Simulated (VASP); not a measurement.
# HC18O in VASP: single point with PBEsol

Aim: the single point of HC18O with PBEsol.

Program: VASP 6.6.1. These are calculated values, not measurements. Logs are shortened: lines on timing, memory, paths and dates and some standing lists are left out, and cuts for length are marked.

**1. The cell of the first run**

The cell holds a slab with vacuum, 20 atoms: a = 7.398 Å, b = 7.398 Å, c = 11.000 Å, α = 90.00°, β = 90.00°, γ = 120.00°.

**2. Single point, PBEsol, collinear spin, zero start**

Input file INCAR:

```
  PREC = Accurate
  ENCUT = 520
  EDIFF = 1E-7
  ISMEAR = 0
  SIGMA = 0.02
  LREAL = Auto
  LASPH = T
  NELM = 150
  ALGO = Normal
  ISIF = 2
  LWAVE = F
  LCHARG = T
  ISPIN = 2
  MAGMOM = 0 0 0 0 0 0 0 0 0 0 0 0 0 0 0 0 0 0 0 0
  LORBIT = 11
  GGA = PS
  LELF = T
  LVHAR = T
  NBANDS = 60
```

Input file KPOINTS:

```
Automatic mesh
0
Gamma
  2 2 1
```

Input file POSCAR:

```
HC18O
1.0
    7.3980000000      0.0000000000      0.0000000000
   -3.6990000000      6.4068560000      0.0000000000
    0.0000000000      0.0000000000     11.0000000000
C O H
18 1 1
Direct
   -0.0098357523     -0.0031940783      0.0801637273
    0.2121232453      0.1077709566      0.0805090000
   -0.0091945463      0.3304862791      0.0853674545
    0.2110099440      0.4389363519      0.0924666364
   -0.0089598045      0.6639476523      0.0852330909
    0.2109762372      0.7760016770      0.0924221818
    0.3230222119     -0.0040693907      0.0852413636
    0.5460538082      0.1085847723      0.0870401818
    0.3228952570      0.3305071942      0.0849759091
    0.5460125269      0.4409574681      0.0866528182
    0.3233015337      0.6636790338      0.1298255455
    0.5480444548      0.7759667144      0.0924811818
    0.6564950407     -0.0038212190      0.0853773636
    0.8790862981      0.1079014418      0.0807713636
    0.6568436032      0.3301346245      0.0864770909
    0.8783835234      0.4409214129      0.0870549091
    0.6564596629      0.6640701773      0.0849825455
    0.8792084331      0.7748550927      0.0805181818
    0.3169451749      0.6698076248      0.2640111818
    0.3895005199      0.5993535675      0.2947920909
```

Potentials or basis: VASP PAW PBE potentials, release 64 (C, O, H).

Command:

```bash
cat potpaw_PBE.64/C/POTCAR potpaw_PBE.64/O/POTCAR potpaw_PBE.64/H/POTCAR > POTCAR
mpirun -np 1 vasp_std > vasp.out
```

OUTCAR:

```text
PREC = Accurate
   ENCUT = 520
   EDIFF = 1E-7
   ISMEAR = 0
   LREAL = Auto
   LASPH = T
   NELM = 150
   ISIF = 2
   ISPIN = 2
   LORBIT = 11
   GGA = PS

 ion  position               nearest neighbor table
   1  0.990  0.997  0.080-  18 1.42   2 1.42  14 1.42
   2  0.212  0.108  0.081-   1 1.42   9 1.43   7 1.43
   3  0.991  0.330  0.085-   4 1.41  14 1.43  16 1.43
   4  0.211  0.439  0.092-   3 1.41   9 1.41  11 1.50
   5  0.991  0.664  0.085-   6 1.41  18 1.43  16 1.43
   6  0.211  0.776  0.092-   7 1.41   5 1.41  11 1.50
   7  0.323  0.996  0.085-   6 1.41   2 1.43   8 1.43
   8  0.546  0.109  0.087-  15 1.42  13 1.43   7 1.43
   9  0.323  0.331  0.085-   4 1.41   2 1.43  10 1.43
  10  0.546  0.441  0.087-  15 1.42  17 1.43   9 1.43
  11  0.323  0.664  0.130-  19 1.48   6 1.50  12 1.50   4 1.50
  12  0.548  0.776  0.092-  13 1.41  17 1.41  11 1.50
  13  0.656  0.996  0.085-  12 1.41  14 1.43   8 1.43
  14  0.879  0.108  0.081-   1 1.42   3 1.43  13 1.43
  15  0.657  0.330  0.086-  16 1.42   8 1.42  10 1.42
  16  0.878  0.441  0.087-  15 1.42   3 1.43   5 1.43
  17  0.656  0.664  0.085-  12 1.41  18 1.43  10 1.43
  18  0.879  0.775  0.081-   1 1.42  17 1.43   5 1.43
  19  0.317  0.670  0.264-  20 0.98  11 1.48
  20  0.390  0.599  0.295-  19 0.98

  LATTYP: Found a hexagonal cell.
 ALAT       =     7.3980000000
 C/A-ratio  =     1.4868883482

  Lattice vectors:

 A1 = (   7.3980000000,   0.0000000000,   0.0000000000)
 A2 = (  -3.6990000000,   6.4068560000,   0.0000000000)
 A3 = (   0.0000000000,   0.0000000000,  11.0000000000)

Analysis of symmetry for initial positions (statically):
=====================================================================
 Subroutine PRICEL returns:
 Original cell was already a primitive cell.

 Routine SETGRP: Setting up the symmetry group for a
 hexagonal supercell.

 Subroutine GETGRP returns: Found  1 space group operations
 (whereof  1 operations were pure point group operations)
 out of a pool of 24 trial point group operations.

The static configuration has the point symmetry C_1 .

Analysis of symmetry for dynamics (positions and initial velocities):
=====================================================================
 Subroutine PRICEL returns:
 Original cell was already a primitive cell.

 Routine SETGRP: Setting up the symmetry group for a
 hexagonal supercell.

 Subroutine GETGRP returns: Found  1 space group operations
 (whereof  1 operations were pure point group operations)
 out of a pool of 24 trial point group operations.

The dynamic configuration has the point symmetry C_1 .

Analysis of structural, dynamic, and magnetic symmetry:
=====================================================================
 Subroutine PRICEL returns:
 Original cell was already a primitive cell.

 Routine SETGRP: Setting up the symmetry group for a
 hexagonal supercell.

 Subroutine GETGRP returns: Found  1 space group operations
 (whereof  1 operations were pure point group operations)
 out of a pool of 24 trial point group operations.

The overall configuration has the point symmetry C_1 .

 Subroutine INISYM returns: Found  1 space group operations
 (whereof  1 operations are pure point group operations),
 and found     1 'primitive' translations

----------------------------------------------------------------------------------------

                                     Primitive cell

  volume of cell :     521.3771

  direct lattice vectors                    reciprocal lattice vectors
     7.398000000  0.000000000  0.000000000     0.135171668  0.078041398  0.000000000
    -3.699000000  6.406856000  0.000000000     0.000000000  0.156082796  0.000000000
     0.000000000  0.000000000 11.000000000     0.000000000  0.000000000  0.090909091

  length of vectors
     7.398000000  7.398000054 11.000000000     0.156082797  0.156082796  0.090909091

  position of ions in fractional coordinates (direct lattice)
     0.990164248  0.996805922  0.080163727
     0.212123245  0.107770957  0.080509000
     0.990805454  0.330486279  0.085367455
     0.211009944  0.438936352  0.092466636
     0.991040195  0.663947652  0.085233091
     0.210976237  0.776001677  0.092422182
[... 12 lines left out ...]
     0.316945175  0.669807625  0.264011182
     0.389500520  0.599353568  0.294792091

  ion indices of the primitive-cell ions
   primitive index   ion index
                 1           1
                 2           2
                 3           3
                 4           4
                 5           5
                 6           6
[... 12 lines left out ...]
                19          19
                20          20

----------------------------------------------------------------------------------------

 KPOINTS: Automatic mesh

Automatic generation of k-mesh.
 Grid dimensions read from file:
 generate k-points for:    2    2    1

 Generating k-lattice:

  Cartesian coordinates                     Fractional coordinates (reciprocal lattice)
     0.067585834  0.039020699  0.000000000     0.500000000 -0.000000000  0.000000000
     0.000000000  0.078041398  0.000000000     0.000000000  0.500000000  0.000000000
     0.000000000  0.000000000  0.090909091     0.000000000  0.000000000  1.000000000

  Length of vectors
     0.078041399  0.078041398  0.090909091

  Shift w.r.t. Gamma in fractional coordinates (k-lattice)
     0.000000000  0.000000000  0.000000000

 Subroutine IBZKPT returns following result:
 ===========================================

 Found      4 irreducible k-points:

 Following reciprocal coordinates:
            Coordinates               Weight
  0.000000  0.000000  0.000000      1.000000
  0.500000 -0.000000  0.000000      1.000000
  0.000000  0.500000  0.000000      1.000000
  0.500000  0.500000  0.000000      1.000000
   k-points           NKPTS =      4   k-points in BZ     NKDIM =      4   number of bands    NBANDS=     60
   number of dos      NEDOS =    301   number of ions     NIONS =     20
   total plane-waves  NPLWV = 263424
   dimension x,y,z NGX =    56 NGY =   56 NGZ =   84
   dimension x,y,z NGXF=   112 NGYF=  112 NGZF=  168
   ions per type =              18   1   1
   NGX,Y,Z   is equivalent  to a cutoff of  12.58, 12.58, 12.70 a.u.
   NGXF,Y,Z  is equivalent  to a cutoff of  25.17, 25.17, 25.39 a.u.
 SYSTEM =  unknown system
   PREC   = accura    normal or accurate (medium, high low for compatibility)
   ISTART =      0    job   : 0-new  1-cont  2-samecut
   ICHARG =      2    charge: 1-file 2-atom 10-const
   ISPIN  =      2    spin polarized calculation?
   LNONCOLLINEAR =      F non collinear calculations
   LSORBIT =      F    spin-orbit coupling
   LASPH  =      T    aspherical Exc in radial PAW
   ENCUT  =  520.0 eV  38.22 Ry    6.18 a.u.  13.76 13.76 20.45*2*pi/ulx,y,z
   NELM   =    150;   NELMIN=  2; NELMDL= -5     # of ELM steps
   EDIFF  = 0.1E-06   stopping-criterion for ELM
   LREAL  =      T    real-space projection
   EDIFFG = 0.1E-05   stopping-criterion for IOM
   NSW    =      0    number of steps for IOM
   IBRION =     -1    ionic relax: 0-MD 1-quasi-New 2-CG
   NFREE  =      0    steps in history (QN), initial steepest desc. (CG)
   ISIF   =      2    stress and relaxation
   ISYM   =      2    0-nonsym 1-usesym 2-fastsym
   POTIM  = 0.5000    time-step for ionic-motion
   TEBEG  =    0.0;   TEEND  =   0.0 temperature during run
   PSTRESS=    0.0 pullay stress
   NELECT =      79.0000    total number of electrons
   NUPDOWN=      -1.0000    fix difference up-down
   EMIN   =  10.00;   EMAX   =-10.00  energy-range for DOS
   EFERMI =   0.00;   METHOD = LEGACY
   ISMEAR =     0;   SIGMA  =   0.02  broadening in eV -4-tet -1-fermi 0-gaus
   EFERMI_NEDOS =   21; number of points for ismear=-14 and -15
   IALGO  =     38    algorithm
   IMIX   =      4    mixing-type and parameters
     AMIX     =   0.40;   BMIX     =  1.00
     AMIX_MAG =   1.60;   BMIX_MAG =  1.00
  volume/ion in A,a.u.               =      26.07       175.92
  Fermi-wavevector in a.u.,A,eV,Ry     =   0.872770  1.649296 10.363934  0.761728
  Thomas-Fermi vector in A             =   1.992066
   LORBIT       =     11    0 simple, 1 ext, 2 COOP (PROOUT), +10 PAW based schemes
   GGA     = PS    functional components
   LHFCALC =     F    Hartree Fock is set to
   AEXX    =    0.0000 exact exchange contribution
   IVDW    =     0    specifies the selected vdW correction
   LEPSILON=     F    determine dielectric tensor
   LRPA    =     F    only Hartree local field effects (RPA)
 spin polarized calculation
 Gauss-broadening in eV      SIGMA  =   0.02
  energy-cutoff  :      520.00
  volume of cell :      521.38
 maximum number of plane-waves:     14099
 NGX is ok and might be reduce to    56
   NGX = 27   NGY = 27   NGZ = 41

 number of electron      79.0000004 magnetization      -0.0000000

 number of electron      79.0000004 magnetization       0.0000000

 Free energy of the ion-electron system (eV)
  ---------------------------------------------------
  ext. energy  EPLUGINS =         0.00000000
  ---------------------------------------------------
  free energy    TOTEN  =      -182.24853605 eV

  energy without entropy =     -182.24853605  energy(sigma->0) =     -182.24853605

 E-fermi :  -1.8950     XC(G=0):  -4.2079

 val. band max:       -2.0249862915   @ k =   0.5000  -0.0000   0.0000
 cond. band min:      -1.6023374458   @ k =   0.0000   0.0000   0.0000
 fundamental gap:      0.4226488457
 Fermi energy:        -1.8949532631

 spin component 1

 k-point     1 :       0.0000    0.0000    0.0000
  band No.  band energies     occupation
      1     -22.8211      1.00000
      2     -20.8653      1.00000
      3     -18.5252      1.00000
      4     -18.5180      1.00000
      5     -18.5042      1.00000
      6     -18.4312      1.00000
[... 43 lines left out ...]
     50       3.9745      0.00000
     51       4.7099      0.00000
[... 160 lines left out ...]
     50       4.4092      0.00000
     51       4.5318      0.00000
 Fermi energy:        -1.8949532631

 spin component 2

 k-point     1 :       0.0000    0.0000    0.0000
  band No.  band energies     occupation
      1     -22.8211      1.00000
      2     -20.8653      1.00000
      3     -18.5252      1.00000
      4     -18.5180      1.00000
      5     -18.5042      1.00000
      6     -18.4312      1.00000
[... 43 lines left out ...]
     50       3.9745      0.00000
     51       4.7099      0.00000
[... 160 lines left out ...]
     50       4.4092      0.00000
     51       4.5318      0.00000
 [bands above 51 left out]

------------------------ aborting loop because EDIFF is reached ----------------------------------------

  FORCE on cell =-STRESS in cart. coord.  units (eV):
  Direction    XX          YY          ZZ          XY          YZ          ZX
  --------------------------------------------------------------------------------------
  -------------------------------------------------------------------------------------
  Total       -2.8590235     -2.7871770      0.1099313      0.0510681     -0.0253487      0.0516043
  in kB       -8.7856993     -8.5649168      0.3378160      0.1569307     -0.0778959      0.1585786
  external PRESSURE =      -5.6709334 kB  Pullay stress =       0.0000000 kB

 VOLUME and BASIS-vectors are now :
 -----------------------------------------------------------------------------
  energy-cutoff  :      520.00
  volume of cell :      521.38
      direct lattice vectors                 reciprocal lattice vectors
     7.398000000  0.000000000  0.000000000     0.135171668  0.078041398  0.000000000
    -3.699000000  6.406856000  0.000000000     0.000000000  0.156082796  0.000000000
     0.000000000  0.000000000 11.000000000     0.000000000  0.000000000  0.090909091

 POSITION                                       TOTAL-FORCE (eV/Angst)
 -----------------------------------------------------------------------------------
      3.63805      6.38639      0.88180         0.002694      0.002027     -0.008358
      1.17064      0.69047      0.88560        -0.004111      0.002964     -0.002826
      6.10751      2.11738      0.93904        -0.013835      0.000882      0.003640
     -0.06257      2.81220      1.01713         0.001990      0.025226     -0.000740
      4.87577      4.25382      0.93756        -0.007199     -0.004603      0.000024
     -1.30963      4.97173      1.01664         0.016495     -0.008467     -0.009603
[... 12 lines left out ...]
     -0.13286      4.29136      2.90412        -0.081126      0.050583      0.072003
      0.66452      3.83997      3.24271         0.093131     -0.053706      0.073174
 -----------------------------------------------------------------------------------
    total drift:                               -0.002246     -0.001275      0.004646

  FREE ENERGIE OF THE ION-ELECTRON SYSTEM (eV)
  ---------------------------------------------------
  free  energy   TOTEN  =      -182.2485360520 eV

  energy  without entropy=     -182.2485360520  energy(sigma->0) =     -182.24853605

 total charge

# of ion       s       p       d       tot
------------------------------------------
    1        0.858   1.789   0.000   2.647
    2        0.860   1.770   0.000   2.630
    3        0.860   1.774   0.000   2.634
    4        0.857   1.767   0.000   2.625
    5        0.860   1.773   0.000   2.633
    6        0.857   1.770   0.000   2.626
[... 12 lines left out ...]
   19        1.573   3.532   0.000   5.105
   20        0.619   0.117   0.000   0.736
--------------------------------------------------
tot         17.602  35.535   0.000  53.137

 magnetization (x)

# of ion       s       p       d       tot
------------------------------------------
    1       -0.000  -0.000   0.000  -0.000
    2       -0.000  -0.000   0.000  -0.000
    3       -0.000   0.000   0.000  -0.000
    4       -0.000  -0.000   0.000  -0.000
    5       -0.000  -0.000   0.000  -0.000
    6        0.000  -0.000   0.000  -0.000
[... 12 lines left out ...]
   19       -0.000  -0.000   0.000  -0.000
   20       -0.000   0.000   0.000   0.000
--------------------------------------------------
tot         -0.000  -0.000   0.000  -0.000
```

Wall time 5.6 min (1 thread of Intel Xeon 6975P-C (Granite Rapids), shared host); peak memory 0.83 GiB.

What came out:

| Property | Result |
| --- | --- |
| Free energy | -182.2485 eV |
| Largest force | 0.130 eV/Å |
| Net moment | 0.00 μB per cell |
| Valence electrons inside the program's atomic spheres | C 2.65, 2.63, 2.62, 2.64, 2.52 (each value once); O 5.11; H 0.74 |

Forces on the atoms (eV/Å):
```
C    0.003  0.002 -0.008
C   -0.004  0.003 -0.003
C   -0.014  0.001  0.004
C    0.002  0.025 -0.001
C   -0.007 -0.005  0.000
C    0.016 -0.008 -0.010
C    0.007  0.002 -0.006
C    0.000 -0.001  0.001
C    0.008 -0.003  0.000
C    0.009 -0.003  0.001
C   -0.010  0.005 -0.106
C   -0.021 -0.011 -0.003
C   -0.002  0.007 -0.002
C   -0.001  0.002 -0.005
C   -0.001  0.004 -0.002
C    0.000 -0.005 -0.005
C    0.008 -0.005  0.000
C   -0.005 -0.007  0.000
O   -0.081  0.051  0.072
H    0.093 -0.054  0.073
```

Caveat: the k points lie up to 0.49 Å⁻¹ apart; there is no dipole correction, which matters where the two faces differ; no moment was typed at the start, so none could form; the PAW data sets were made with another functional, which shifts forces and pressure a little.
